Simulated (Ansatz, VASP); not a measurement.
# One calculation of Sb, two programs

```xyz
2
Lattice="2.1685 1.2520 3.7829 -2.1685 1.2520 3.7829 0.0000 -2.5039 3.7829" Properties=species:S:1:pos:R:3 pbc="T T T"
Sb    0.0000    0.0000    8.6989
Sb    0.0000    0.0000    2.6498
```

Alike in both runs: task single point; functional PBE0; k mesh 4 × 4 × 4; occupations fermi-dirac, width 0.05 eV; no spin polarisation.

```csv
,VASP,Ansatz
version,VASP 6.6.1,Ansatz 0.2.0
potentials or method,"VASP PAW PBE potentials, release 64 (Sb_d_GW)",Ansatz PAW
plane-wave cutoff (eV),400,420
valence electrons in the cell,30,30
```

```tsv
	VASP	Ansatz	Ansatz less VASP
gap on the k mesh at the Fermi level (eV)	0.93	0.83	-0.098
least direct gap on the mesh (eV)	1.04	0.96	-0.082
rms of the force components (eV/Å)	0.273	0.288	+0.0151
```

Atom by atom the forces differ by 0.015 eV/Å (rms over components).

The k mesh is coarse, so the values compare programs but aren't converged. Spin-orbit coupling is off throughout.
